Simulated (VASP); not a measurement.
# BAs (pbesol) (F-43m) in VASP: notebook

BAs (pbesol) is run at these levels: PBEsol; tasks: single point, relaxation of cell and atoms.

All numbers are computed with VASP 6.6.1; they aren't measurements. Logs are shortened: lines on timing, memory, paths and dates and some standing lists are left out, and cuts for length are marked.

## (1) The cell of the first run

The structure is cubic, space group F-43m (No. 216). The conventional cell has a = 4.595 Å, b = 4.595 Å, c = 4.595 Å, α = 90.00°, β = 90.00°, γ = 90.00°. B (site symmetry -43m) has 4 As at 1.99 Å within 2.6 Å. As (site symmetry -43m) has 4 B at 1.99 Å within 2.6 Å.

## (2) Single point, PBEsol

INCAR reads:

```
SYSTEM = BAs
PREC = Accurate
ENCUT = 500
EDIFF = 1E-6
ISMEAR = 0
SIGMA = 0.02
LREAL = .False.
LASPH = .True.
NELM = 120
ALGO = Normal
ISIF = 2
LWAVE = .False.
LCHARG = .False.
GGA = PS
NBANDS = 11
GGA_COMPAT = .False.
```

KPOINTS reads:

```
regular mesh
0
Gamma
  10 10 10
  0 0 0
```

POSCAR reads:

```
BAs
1.0
    0.0000000000      2.2977250902      2.2977250902
    2.2977250902      0.0000000000      2.2977250902
    2.2977250902      2.2977250902      0.0000000000
B As
1 1
Direct
    0.0000000000      0.0000000000      0.0000000000
    0.2500000000      0.2500000000      0.2500000000
```

Potentials or basis: VASP PAW PBE potentials, release 64 (B, As).

The run is started by

```console
> cat potpaw_PBE.64/B/POTCAR potpaw_PBE.64/As/POTCAR > POTCAR
> mpirun -np 1 vasp_std > vasp.out
```

OUTCAR:

```text
SYSTEM = BAs
   PREC = Accurate
   ENCUT = 500
   EDIFF = 1E-6
   ISMEAR = 0
   LREAL = .False.
   LASPH = .True.
   NELM = 120
   ISIF = 2
   GGA = PS

 ion  position               nearest neighbor table
   1  0.000  0.000  0.000-   2 1.99   2 1.99   2 1.99   2 1.99
   2  0.250  0.250  0.250-   1 1.99   1 1.99   1 1.99   1 1.99

  LATTYP: Found a face centered cubic cell.
 ALAT       =     4.5954501804

  Lattice vectors:

 A1 = (   0.0000000000,   2.2977250902,   2.2977250902)
 A2 = (   2.2977250902,   0.0000000000,   2.2977250902)
 A3 = (   2.2977250902,   2.2977250902,   0.0000000000)

Analysis of symmetry for initial positions (statically):
=====================================================================
 Subroutine PRICEL returns:
 Original cell was already a primitive cell.

 Routine SETGRP: Setting up the symmetry group for a
 face centered cubic supercell.

 Subroutine GETGRP returns: Found 24 space group operations
 (whereof 24 operations were pure point group operations)
 out of a pool of 48 trial point group operations.

The static configuration has the point symmetry T_d .

Analysis of symmetry for dynamics (positions and initial velocities):
=====================================================================
 Subroutine PRICEL returns:
 Original cell was already a primitive cell.

 Routine SETGRP: Setting up the symmetry group for a
 face centered cubic supercell.

 Subroutine GETGRP returns: Found 24 space group operations
 (whereof 24 operations were pure point group operations)
 out of a pool of 48 trial point group operations.

The dynamic configuration has the point symmetry T_d .

 Subroutine INISYM returns: Found 24 space group operations
 (whereof 24 operations are pure point group operations),
 and found     1 'primitive' translations

----------------------------------------------------------------------------------------

                                     Primitive cell

  volume of cell :      24.2619

  direct lattice vectors                    reciprocal lattice vectors
     0.000000000  2.297725090  2.297725090    -0.217606537  0.217606537  0.217606537
     2.297725090  0.000000000  2.297725090     0.217606537 -0.217606537  0.217606537
     2.297725090  2.297725090  0.000000000     0.217606537  0.217606537 -0.217606537

  length of vectors
     3.249473985  3.249473985  3.249473985     0.376905578  0.376905578  0.376905578

  position of ions in fractional coordinates (direct lattice)
     0.000000000  0.000000000  0.000000000
     0.250000000  0.250000000  0.250000000

  ion indices of the primitive-cell ions
   primitive index   ion index
                 1           1
                 2           2

----------------------------------------------------------------------------------------

 KPOINTS: regular mesh

Automatic generation of k-mesh.
 Grid dimensions read from file:
 generate k-points for:   10   10   10

 Generating k-lattice:

  Cartesian coordinates                     Fractional coordinates (reciprocal lattice)
    -0.021760654  0.021760654  0.021760654     0.100000000  0.000000000  0.000000000
     0.021760654 -0.021760654  0.021760654     0.000000000  0.100000000  0.000000000
     0.021760654  0.021760654 -0.021760654     0.000000000  0.000000000  0.100000000

  Length of vectors
     0.037690558  0.037690558  0.037690558

  Shift w.r.t. Gamma in fractional coordinates (k-lattice)
     0.000000000  0.000000000  0.000000000

 Subroutine IBZKPT returns following result:
 ===========================================

 Found     47 irreducible k-points:

 Following reciprocal coordinates:
            Coordinates               Weight
  0.000000  0.000000  0.000000      1.000000
  0.100000  0.000000  0.000000      8.000000
  0.200000  0.000000  0.000000      8.000000
  0.300000  0.000000  0.000000      8.000000
  0.400000  0.000000  0.000000      8.000000
  0.500000  0.000000  0.000000      4.000000
[... 16 lines left out ...]
  0.300000  0.300000  0.000000      6.000000
  0.400000  0.300000  0.000000     24.000000
 [... further k-points ...]
   k-points           NKPTS =     47   k-points in BZ     NKDIM =     47   number of bands    NBANDS=     11
   number of dos      NEDOS =    301   number of ions     NIONS =      2
   total plane-waves  NPLWV =  13824
   dimension x,y,z NGX =    24 NGY =   24 NGZ =   24
   dimension x,y,z NGXF=    48 NGYF=   48 NGZF=   48
   ions per type =               1   1
   NGX,Y,Z   is equivalent  to a cutoff of  12.28, 12.28, 12.28 a.u.
   NGXF,Y,Z  is equivalent  to a cutoff of  24.56, 24.56, 24.56 a.u.
 SYSTEM =  BAs
   PREC   = accura    normal or accurate (medium, high low for compatibility)
   ISTART =      0    job   : 0-new  1-cont  2-samecut
   ICHARG =      2    charge: 1-file 2-atom 10-const
   ISPIN  =      1    spin polarized calculation?
   LNONCOLLINEAR =      F non collinear calculations
   LSORBIT =      F    spin-orbit coupling
   LASPH  =      T    aspherical Exc in radial PAW
   ENCUT  =  500.0 eV  36.75 Ry    6.06 a.u.   5.92  5.92  5.92*2*pi/ulx,y,z
   NELM   =    120;   NELMIN=  2; NELMDL= -5     # of ELM steps
   EDIFF  = 0.1E-05   stopping-criterion for ELM
   LREAL  =      F    real-space projection
   EDIFFG = 0.1E-04   stopping-criterion for IOM
   NSW    =      0    number of steps for IOM
   IBRION =     -1    ionic relax: 0-MD 1-quasi-New 2-CG
   NFREE  =      0    steps in history (QN), initial steepest desc. (CG)
   ISIF   =      2    stress and relaxation
   ISYM   =      2    0-nonsym 1-usesym 2-fastsym
   POTIM  = 0.5000    time-step for ionic-motion
   TEBEG  =    0.0;   TEEND  =   0.0 temperature during run
   PSTRESS=    0.0 pullay stress
   NELECT =       8.0000    total number of electrons
   NUPDOWN=      -1.0000    fix difference up-down
   EMIN   =  10.00;   EMAX   =-10.00  energy-range for DOS
   EFERMI =   0.00;   METHOD = LEGACY
   ISMEAR =     0;   SIGMA  =   0.02  broadening in eV -4-tet -1-fermi 0-gaus
   EFERMI_NEDOS =   21; number of points for ismear=-14 and -15
   IALGO  =     38    algorithm
   IMIX   =      4    mixing-type and parameters
     AMIX     =   0.40;   BMIX     =  1.00
     AMIX_MAG =   1.60;   BMIX_MAG =  1.00
  volume/ion in A,a.u.               =      12.13        81.86
  Fermi-wavevector in a.u.,A,eV,Ry     =   1.131002  2.137284 17.404108  1.279166
  Thomas-Fermi vector in A             =   2.267700
   LORBIT       =      0    0 simple, 1 ext, 2 COOP (PROOUT), +10 PAW based schemes
   GGA     = PS    functional components
   LHFCALC =     F    Hartree Fock is set to
   AEXX    =    0.0000 exact exchange contribution
   IVDW    =     0    specifies the selected vdW correction
   LEPSILON=     F    determine dielectric tensor
   LRPA    =     F    only Hartree local field effects (RPA)
 non-spin polarized calculation
 Gauss-broadening in eV      SIGMA  =   0.02
  energy-cutoff  :      500.00
  volume of cell :       24.26
 maximum number of plane-waves:       636
   NGX = 11   NGY = 11   NGZ = 11

 number of electron       7.9999999 magnetization

 Free energy of the ion-electron system (eV)
  ---------------------------------------------------
  ext. energy  EPLUGINS =         0.00000000
  ---------------------------------------------------
  free energy    TOTEN  =       -12.02593822 eV

  energy without entropy =      -12.02593822  energy(sigma->0) =      -12.02593822

 E-fermi :   7.4800     XC(G=0): -11.2316

 val. band max:        7.3895604864   @ k =   0.0000   0.0000   0.0000
 cond. band min:       8.3438232224   @ k =   0.4000   0.4000   0.0000
 fundamental gap:      0.9542627360
 Fermi energy:         7.4799527477

 k-point     1 :       0.0000    0.0000    0.0000
  band No.  band energies     occupation
      1      -9.1660      2.00000
      2       7.3896      2.00000
      3       7.3896      2.00000
      4       7.3896      2.00000
      5      10.7862      0.00000
      6      10.7862      0.00000
      7      10.7862      0.00000
      8      13.5874      0.00000
      9      17.3564      0.00000
     10      20.8174      0.00000
     11      20.8174      0.00000

 k-point     2 :       0.1000    0.0000    0.0000
  band No.  band energies     occupation
      1      -8.9835      2.00000
      2       5.8979      2.00000
      3       7.0423      2.00000
      4       7.0423      2.00000
      5      11.1337      0.00000
      6      11.2387      0.00000
      7      11.2387      0.00000
      8      14.2299      0.00000
      9      18.1107      0.00000
     10      19.5421      0.00000
     11      19.5421      0.00000

 k-point     3 :       0.2000    0.0000    0.0000
  band No.  band energies     occupation
      1      -8.4428      2.00000
      2       3.3221      2.00000
      3       6.3960      2.00000
      4       6.3960      2.00000
      5      11.1276      0.00000
      6      12.0179      0.00000
      7      12.0179      0.00000
      8      15.4923      0.00000
      9      18.7555      0.00000
     10      18.7555      0.00000
     11      19.1327      0.00000

 k-point     4 :       0.3000    0.0000    0.0000
  band No.  band energies     occupation
      1      -7.5752      2.00000
      2       0.7928      2.00000
      3       5.8337      2.00000
      4       5.8337      2.00000
      5      10.9460      0.00000
      6      12.3759      0.00000
      7      12.3759      0.00000
      8      16.3151      0.00000
      9      19.3291      0.00000
     10      19.3291      0.00000
     11      19.3509      0.00000
[... 239 lines left out ...]
 k-point    22 :      -0.2000    0.2000    0.0000
  band No.  band energies     occupation
      1      -7.2804      2.00000
      2       1.5705      2.00000
      3       2.7682      2.00000
      4       5.9447      2.00000
      5      11.6831      0.00000
      6      12.7924      0.00000
      7      13.8169      0.00000
      8      14.9534      0.00000
      9      17.3583      0.00000
     10      20.6730      0.00000
     11      22.7684      0.00000

 k-point    23 :       0.3000    0.3000    0.0000
  band No.  band energies     occupation
      1      -7.0229      2.00000
      2       2.0083      2.00000
      3       3.7685      2.00000
      4       3.7685      2.00000
      5       8.6188      0.00000
      6      10.9505      0.00000
      7      16.5811      0.00000
      8      16.5811      0.00000
      9      19.4440      0.00000
     10      23.1172      0.00000
     11      23.7719      0.00000

 k-point    24 :       0.4000    0.3000    0.0000
  band No.  band energies     occupation
      1      -6.1918      2.00000
      2       0.6011      2.00000
      3       2.8757      2.00000
      4       3.4389      2.00000
      5       8.9315      0.00000
      6      10.6892      0.00000
      7      17.0635      0.00000
      8      17.2111      0.00000
      9      20.4299      0.00000
     10      24.0298      0.00000
     11      24.6562      0.00000

 [... further k-points ...]

------------------------ aborting loop because EDIFF is reached ----------------------------------------

  FORCE on cell =-STRESS in cart. coord.  units (eV):
  Direction    XX          YY          ZZ          XY          YZ          ZX
  --------------------------------------------------------------------------------------
  -------------------------------------------------------------------------------------
  Total        3.1548300      3.1548300      3.1548300      0.0000000     -0.0000000     -0.0000000
  in kB      208.3350548    208.3350548    208.3350548      0.0000000     -0.0000000     -0.0000000
  external PRESSURE =     208.3350548 kB  Pullay stress =       0.0000000 kB

 VOLUME and BASIS-vectors are now :
 -----------------------------------------------------------------------------
  energy-cutoff  :      500.00
  volume of cell :       24.26
      direct lattice vectors                 reciprocal lattice vectors
     0.000000000  2.297725090  2.297725090    -0.217606537  0.217606537  0.217606537
     2.297725090  0.000000000  2.297725090     0.217606537 -0.217606537  0.217606537
     2.297725090  2.297725090  0.000000000     0.217606537  0.217606537 -0.217606537

 POSITION                                       TOTAL-FORCE (eV/Angst)
 -----------------------------------------------------------------------------------
      0.00000      0.00000      0.00000        -0.000000     -0.000000     -0.000000
      1.14886      1.14886      1.14886         0.000000      0.000000      0.000000
 -----------------------------------------------------------------------------------
    total drift:                                0.000000      0.000000      0.000000

  FREE ENERGIE OF THE ION-ELECTRON SYSTEM (eV)
  ---------------------------------------------------
  free  energy   TOTEN  =       -12.0259382241 eV

  energy  without entropy=      -12.0259382241  energy(sigma->0) =      -12.02593822
```

Wall time 5.9 s (1 thread of Intel Xeon 6975P-C (Granite Rapids), shared host); peak memory 0.14 GiB.

What came out:

```yaml
Free_energy: -12.0259 eV
Pressure: 20.8 GPa
Band_gap_on_the_k_mesh: 0.95 eV, indirect (least direct gap 3.40 eV)
```

Levels at points of the mesh, in eV from the valence-band top:
```tsv
k point	band 2	band 3	band 4	band 5	band 6	band 7
(0.00, 0.00, 0.00)	0.00	0.00	0.00	3.40	3.40	3.40
(0.50, 0.00, 0.00)	-9.74	-2.03	-2.03	3.37	4.85	4.85
(0.50, 0.50, 0.00)	-9.22	-4.62	-4.62	1.18	1.20	12.49
```

Caveat: the PAW data sets were made with another functional, which shifts forces and pressure a little.

## (3) Single point, PBEsol

INCAR reads:

```
  PREC = Accurate
  ENCUT = 500
  EDIFF = 1E-6
  ISMEAR = 0
  SIGMA = 0.02
  LREAL = False
  LASPH = True
  NELM = 120
  ALGO = Normal
  ISIF = 2
  LWAVE = False
  LCHARG = False
  GGA = PS
  NBANDS = 11
  GGA_COMPAT = False
```

KPOINTS reads:

```
regular mesh
0
Gamma
  10 10 10
```

POSCAR is that of step 2.

Potentials or basis: VASP PAW PBE potentials, release 64 (B, As).

The run is started by

```console
> cat potpaw_PBE.64/B/POTCAR potpaw_PBE.64/As/POTCAR > POTCAR
> mpirun -np 1 vasp_std > vasp.out
```

Wall time 5.6 s (1 thread of Intel Xeon 6975P-C (Granite Rapids), shared host); peak memory 0.14 GiB.

The run converged. Its results:

```yaml
Free_energy: -12.0259 eV
Pressure: 20.8 GPa
Band_gap_on_the_k_mesh: 0.95 eV, indirect (least direct gap 3.40 eV)
```

Levels at points of the mesh, in eV from the valence-band top:
```csv
k point,band 2,band 3,band 4,band 5,band 6,band 7
"(0.00, 0.00, 0.00)",0.00,0.00,0.00,3.40,3.40,3.40
"(0.50, 0.00, 0.00)",-9.74,-2.03,-2.03,3.37,4.85,4.85
"(0.50, 0.50, 0.00)",-9.22,-4.62,-4.62,1.18,1.20,12.49
```

Caveat: the PAW data sets were made with another functional, which shifts forces and pressure a little.

## (4) Relaxation of cell and atoms, PBEsol, target pressure 19.4 GPa, at which the enthalpy is minimised

INCAR reads:

```
PREC = Accurate
ENCUT = 500
EDIFF = 1E-7
ISMEAR = 0
SIGMA = 0.02
LREAL = False
LASPH = True
NELM = 120
ALGO = Normal
ISIF = 3
LWAVE = False
LCHARG = False
GGA = PS
IBRION = 2
NSW = 100
EDIFFG = -0.002
PSTRESS = 194.0
GGA_COMPAT = False
NELMIN = 4
```

KPOINTS is that of step 3.

POSCAR is that of step 3.

Potentials or basis: VASP PAW PBE potentials, release 64 (B, As).

The run is started by

```console
> cat potpaw_PBE.64/B/POTCAR potpaw_PBE.64/As/POTCAR > POTCAR
> mpirun -np 1 vasp_std > vasp.out
```

OUTCAR:

```text
PREC = Accurate
   ENCUT = 500
   EDIFF = 1E-7
   ISMEAR = 0
   LREAL = False
   LASPH = True
   NELM = 120
   ISIF = 3
   GGA = PS
   IBRION = 2
   NSW = 100
   EDIFFG = -0.002
   PSTRESS = 194.0
   NELMIN = 4

 ion  position               nearest neighbor table
   1  0.000  0.000  0.000-   2 1.99   2 1.99   2 1.99   2 1.99
   2  0.250  0.250  0.250-   1 1.99   1 1.99   1 1.99   1 1.99

  LATTYP: Found a face centered cubic cell.
 ALAT       =     4.5954501804

  Lattice vectors:

 A1 = (   0.0000000000,   2.2977250902,   2.2977250902)
 A2 = (   2.2977250902,   0.0000000000,   2.2977250902)
 A3 = (   2.2977250902,   2.2977250902,   0.0000000000)

Analysis of symmetry for initial positions (statically):
=====================================================================
 Subroutine PRICEL returns:
[... 260 lines left out ...]
 val. band max:        7.3099704645   @ k =   0.0000   0.0000   0.0000
 cond. band min:       8.2713846848   @ k =   0.4000   0.4000   0.0000
 fundamental gap:      0.9614142203
 Fermi energy:         7.3996893455

 k-point     1 :       0.0000    0.0000    0.0000
  band No.  band energies     occupation
      1      -9.1794      2.00000
      2       7.3100      2.00000
      3       7.3100      2.00000
      4       7.3100      2.00000
      5      10.6970      0.00000
      6      10.6970      0.00000
      7      10.6970      0.00000
      8      13.4206      0.00000
[... 243 lines left out ...]
 k-point    24 :       0.4000    0.3000    0.0000
  band No.  band energies     occupation
      1      -6.2239      2.00000
      2       0.5407      2.00000
      3       2.8257      2.00000
      4       3.3853      2.00000
      5       8.8559      0.00000
      6      10.6106      0.00000
      7      16.9325      0.00000
      8      17.0863      0.00000

 [... further k-points ...]

------------------------ aborting loop because EDIFF is reached ----------------------------------------

  FORCE on cell =-STRESS in cart. coord.  units (eV):
  Direction    XX          YY          ZZ          XY          YZ          ZX
  --------------------------------------------------------------------------------------
  -------------------------------------------------------------------------------------
  Total        2.9580692      2.9580692      2.9580692     -0.0000000      0.0000000     -0.0000000
  in kB      194.0622853    194.0622853    194.0622853     -0.0000000      0.0000000     -0.0000000
  external PRESSURE =       0.0622853 kB  Pullay stress =     194.0000000 kB
[... 21 lines left out ...]
  energy  without entropy=      -12.0460148002  energy(sigma->0) =      -12.04601480

  enthalpy is  TOTEN    =        -9.0888950047 eV   P V=        2.9571197954

 reached required accuracy - stopping structural energy minimisation
```

It took 9.2 s on 1 thread of Intel Xeon 6975P-C (Granite Rapids), shared host; peak memory 0.14 GiB.

What came out:

- Free energy: -12.0460 eV
- Relaxed volume: 12.21 Å³/atom
- Relaxed cell: a = 3.257 Å, b = 3.257 Å, c = 3.257 Å, α = 60.00°, β = 60.00°, γ = 60.00°
- Space group after relaxing (to 0.05 Å): F-43m (No. 216)
- Energy change on relaxing (the enthalpy is what falls): -10.0 meV/atom
- Ionic steps: 3
- Pressure after relaxing: 19.4 GPa
- Band gap on the k mesh: 0.96 eV, indirect (least direct gap 3.39 eV)

The path:
| step | energy change (eV) | largest force (eV/Å) | pressure (GPa) | volume (Å³) |
| --- | --- | --- | --- | --- |
| 1 | 0.0000 | 0.0000 | 20.84 | 24.26 |
| 2 | -0.0458 | 0.0000 | 17.47 | 24.65 |
| 3 | -0.0201 | 0.0000 | 19.41 | 24.42 |

Final structure:
```cif
data_structure
_symmetry_space_group_name_H-M 'P 1'
_symmetry_Int_Tables_number 1
_cell_length_a 3.2566
_cell_length_b 3.2566
_cell_length_c 3.2566
_cell_angle_alpha 60.000
_cell_angle_beta 60.000
_cell_angle_gamma 60.000
_cell_volume 24.42
loop_
_atom_site_label
_atom_site_type_symbol
_atom_site_fract_x
_atom_site_fract_y
_atom_site_fract_z
_atom_site_occupancy
B1 B 0.00000 0.00000 0.00000 1
As1 As 0.25000 0.25000 0.25000 1
```

Caveat: the cell is relaxed towards a set pressure, so the enthalpy falls and the energy may rise; the PAW data sets were made with another functional, which shifts forces and pressure a little. A k mesh can miss the band edges.

(Continued in part 2 of 2.)
